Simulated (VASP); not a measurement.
# MgTiH4 (P4/mmm) in VASP: single point with LDA

Aim: the single point of MgTiH4 with LDA.

All numbers are computed with VASP 6.6.1; they aren't measurements. Logs are shortened: lines on timing, memory, paths and dates and some standing lists are left out, and cuts for length are marked.

## Step 1: The cell of the first run

It takes space group P4/mmm (No. 123, tetragonal). Conventional cell: a = 3.149 Å, b = 3.149 Å, c = 4.698 Å, α = 90.00°, β = 90.00°, γ = 90.00°. Within 2.7 Å of Mg (site symmetry 4/mmm) lie 8 H at 2.01 Å. Ti (site symmetry 4/mmm) has 8 H at 1.92 Å within 2.6 Å. Within 2.6 Å of H (site symmetry 2mm) lie 2 Ti at 1.92 Å and 2 Mg at 2.01 Å and 6 H at 2.21 to 2.48 Å.

## Step 2: Single point, LDA

The input, INCAR:

```
SYSTEM = MgTiH4
PREC     = Accurate       ! precision mode
ENCUT    = 520            ! plane-wave cutoff, eV
EDIFF    = 1E-6           ! SCF threshold, eV
ISMEAR   = -1             ! smearing method
SIGMA    = 0.15           ! smearing width, eV
LREAL    = .False.        ! projectors in reciprocal space
LASPH    = .True.         ! aspherical terms in the spheres
NELM     = 80             ! most SCF steps
ALGO     = Normal         ! electronic algorithm
ISIF     = 2              ! what is computed and relaxed
LWAVE    = .False.        ! write WAVECAR
LCHARG   = .True.         ! write CHGCAR
GGA      = CA             ! functional
LELF     = .True.         ! ELF
LVHAR    = .True.       
NBANDS   = 18             ! bands
```

The input, KPOINTS:

```
regular mesh
0
Gamma
  8 8 6
  0 0 0
```

The input, POSCAR:

```
MgTiH4
1.0
    3.1489800000      0.0000000000      0.0000000000
    0.0000000000      3.1489800000      0.0000000000
    0.0000000000      0.0000000000      4.6977200000
Mg Ti H
1 1 4
Direct
    0.5000000000      0.5000000000      0.5000000000
    0.0000000000      0.0000000000      0.0000000000
    0.0000000000      0.5000000000      0.7644800000
    0.5000000000      0.0000000000      0.7644800000
    0.0000000000      0.5000000000      0.2355200000
    0.5000000000      0.0000000000      0.2355200000
```

Potentials or basis: VASP PAW LDA potentials, release 64 (Mg, Ti_sv, H).

Run with:

```console
cat potpaw_LDA.64/Mg/POTCAR potpaw_LDA.64/Ti_sv/POTCAR potpaw_LDA.64/H/POTCAR > POTCAR
mpirun -np 1 vasp_std > vasp.out
```

OUTCAR:

```text
SYSTEM = MgTiH4
   PREC = Accurate
   ENCUT = 520
   EDIFF = 1E-6
   ISMEAR = -1
   LREAL = .False.
   LASPH = .True.
   NELM = 80
   ISIF = 2
   GGA = CA

 ion  position               nearest neighbor table
   1  0.500  0.500  0.500-   3 2.01   4 2.01   5 2.01   6 2.01   4 2.01   6 2.01   3 2.01   5 2.01
                             2 3.24   2 3.24   2 3.24   2 3.24   2 3.24   2 3.24   2 3.24   2 3.24
   2  0.000  0.000  0.000-   1 3.24   1 3.24   1 3.24   1 3.24   1 3.24   1 3.24   1 3.24   1 3.24

   3  0.000  0.500  0.764-   1 2.01   1 2.01
   4  0.500  0.000  0.764-   1 2.01   1 2.01
   5  0.000  0.500  0.236-   1 2.01   1 2.01
   6  0.500  0.000  0.236-   1 2.01   1 2.01

  LATTYP: Found a simple tetragonal cell.
 ALAT       =     3.1489800000
 C/A-ratio  =     1.4918227490

  Lattice vectors:

 A1 = (   3.1489800000,   0.0000000000,   0.0000000000)
 A2 = (   0.0000000000,   3.1489800000,   0.0000000000)
 A3 = (   0.0000000000,   0.0000000000,   4.6977200000)

Analysis of symmetry for initial positions (statically):
=====================================================================
 Subroutine PRICEL returns:
 Original cell was already a primitive cell.

 Routine SETGRP: Setting up the symmetry group for a
 simple tetragonal supercell.

 Subroutine GETGRP returns: Found 16 space group operations
 (whereof 16 operations were pure point group operations)
 out of a pool of 16 trial point group operations.

The static configuration has the point symmetry D_4h.

Analysis of symmetry for dynamics (positions and initial velocities):
=====================================================================
 Subroutine PRICEL returns:
 Original cell was already a primitive cell.

 Routine SETGRP: Setting up the symmetry group for a
 simple tetragonal supercell.

 Subroutine GETGRP returns: Found 16 space group operations
 (whereof 16 operations were pure point group operations)
 out of a pool of 16 trial point group operations.

The dynamic configuration has the point symmetry D_4h.

 Subroutine INISYM returns: Found 16 space group operations
 (whereof 16 operations are pure point group operations),
 and found     1 'primitive' translations

----------------------------------------------------------------------------------------

[... 96 lines left out ...]
   LSORBIT =      F    spin-orbit coupling
   LASPH  =      T    aspherical Exc in radial PAW
   ENCUT  =  520.0 eV  38.22 Ry    6.18 a.u.   5.86  5.86  8.73*2*pi/ulx,y,z
   NELM   =     80;   NELMIN=  2; NELMDL= -5     # of ELM steps
   EDIFF  = 0.1E-05   stopping-criterion for ELM
   LREAL  =      F    real-space projection
   EDIFFG = 0.1E-04   stopping-criterion for IOM
   NSW    =      0    number of steps for IOM
   IBRION =     -1    ionic relax: 0-MD 1-quasi-New 2-CG
   NFREE  =      0    steps in history (QN), initial steepest desc. (CG)
   ISIF   =      2    stress and relaxation
   ISYM   =      2    0-nonsym 1-usesym 2-fastsym
   POTIM  = 0.5000    time-step for ionic-motion
   TEBEG  =    0.0;   TEEND  =   0.0 temperature during run
   PSTRESS=    0.0 pullay stress
   NELECT =      18.0000    total number of electrons
   NUPDOWN=      -1.0000    fix difference up-down
   EMIN   =  10.00;   EMAX   =-10.00  energy-range for DOS
   EFERMI =   0.00;   METHOD = LEGACY
   ISMEAR =    -1;   SIGMA  =   0.15  broadening in eV -4-tet -1-fermi 0-gaus
   EFERMI_NEDOS =   21; number of points for ismear=-14 and -15
   IALGO  =     38    algorithm
   IMIX   =      4    mixing-type and parameters
     AMIX     =   0.40;   BMIX     =  1.00
     AMIX_MAG =   1.60;   BMIX_MAG =  1.00
  volume/ion in A,a.u.               =       7.76        52.39
  Fermi-wavevector in a.u.,A,eV,Ry     =   1.192404  2.253316 19.345129  1.421827
  Thomas-Fermi vector in A             =   2.328443
   LORBIT       =      0    0 simple, 1 ext, 2 COOP (PROOUT), +10 PAW based schemes
   GGA     = CA    functional components
   LHFCALC =     F    Hartree Fock is set to
   AEXX    =    0.0000 exact exchange contribution
   IVDW    =     0    specifies the selected vdW correction
   LEPSILON=     F    determine dielectric tensor
   LRPA    =     F    only Hartree local field effects (RPA)
 non-spin polarized calculation
  energy-cutoff  :      520.00
  volume of cell :       46.58
 maximum number of plane-waves:      1288
 NGX is ok and might be reduce to    24
   NGX = 11   NGY = 11   NGZ = 17

 number of electron      17.9999993 magnetization

 Free energy of the ion-electron system (eV)
  ---------------------------------------------------
  ext. energy  EPLUGINS =         0.00000000
  ---------------------------------------------------
  free energy    TOTEN  =       -26.67752829 eV

  energy without entropy =      -26.56220778  energy(sigma->0) =      -26.61986804

 E-fermi :   5.1699     XC(G=0): -10.6737

 val. band max:        5.1615702715   @ k =   0.3750   0.3750   0.1667
 cond. band min:       5.1832434011   @ k =   0.5000   0.0000   0.3333
 fundamental gap:      0.0216731296
 Fermi energy:         5.1699445640

 k-point     1 :       0.0000    0.0000    0.0000
  band No.  band energies     occupation
      1     -51.3101      2.00000
      2     -27.9244      2.00000
      3     -27.9135      2.00000
      4     -27.9135      2.00000
      5      -5.2804      2.00000
      6      -0.7717      2.00000
[... 481 lines left out ...]
      5      -1.8049      2.00000
      6      -1.5986      2.00000
[... 10 lines left out ...]
     17      12.5598      0.00000
     18      14.1279      0.00000

 [... further k-points ...]
[... 5 lines left out ...]
  --------------------------------------------------------------------------------------
  -------------------------------------------------------------------------------------
  Total       -1.4813713     -1.4813713     -1.8550687      0.0000000     -0.0000000      0.0000000
  in kB      -50.9503963    -50.9503963    -63.8033744      0.0000000     -0.0000000      0.0000000
  external PRESSURE =     -55.2347224 kB  Pullay stress =       0.0000000 kB

 VOLUME and BASIS-vectors are now :
 -----------------------------------------------------------------------------
  energy-cutoff  :      520.00
  volume of cell :       46.58
      direct lattice vectors                 reciprocal lattice vectors
     3.148980000  0.000000000  0.000000000     0.317563147  0.000000000  0.000000000
     0.000000000  3.148980000  0.000000000     0.000000000  0.317563147  0.000000000
     0.000000000  0.000000000  4.697720000     0.000000000  0.000000000  0.212869222

 POSITION                                       TOTAL-FORCE (eV/Angst)
 -----------------------------------------------------------------------------------
      1.57449      1.57449      2.34886        -0.000000     -0.000000      0.000000
      0.00000      0.00000      0.00000        -0.000000     -0.000000      0.000000
      0.00000      1.57449      3.59131         0.000000      0.000000      0.109387
      1.57449      0.00000      3.59131         0.000000     -0.000000      0.109387
      0.00000      1.57449      1.10641        -0.000000      0.000000     -0.109387
      1.57449      0.00000      1.10641        -0.000000     -0.000000     -0.109387
 -----------------------------------------------------------------------------------
    total drift:                                0.000000      0.000000      0.000000

  FREE ENERGIE OF THE ION-ELECTRON SYSTEM (eV)
  ---------------------------------------------------
  free  energy   TOTEN  =       -26.6775282872 eV

  energy  without entropy=      -26.5622077839  energy(sigma->0) =      -26.61986804
```

stdout:

```text
POSCAR found type information on POSCAR MgTiH
 POSCAR found :  3 types and       6 ions
 scaLAPACK will be used
 LDA part: xc-table for (Slater(with rela. corr.)+CA(PZ))
 , standard interpolation
 POSCAR, INCAR and KPOINTS ok, starting setup
 FFT: planning ... GRIDC
 FFT: planning ... GRID_SOFT
 FFT: planning ... GRID
 WAVECAR not read
 entering main loop
```

It took 41 s on 1 thread of AMD EPYC 7R43 (Zen 3), shared host; peak memory 0.14 GiB.

Results:

```yaml
Free_energy: -26.6775 eV
Pressure: -5.5 GPa
Largest_force: 0.109 eV/Å
Band_gap_on_the_k_mesh: zero (band 9 reaches 6.02 eV, above the bottom of band 10 at 4.44 eV)
```

Forces on the atoms (eV/Å):
```
Mg   0.000  0.000  0.000
Ti   0.000  0.000  0.000
H    0.000  0.000  0.109
H    0.000  0.000  0.109
H    0.000  0.000 -0.109
H    0.000  0.000 -0.109
```

Stress tensor (GPa, compression positive):
```
-5.10  0.00  0.00
 0.00 -5.10  0.00
 0.00  0.00 -6.38
```
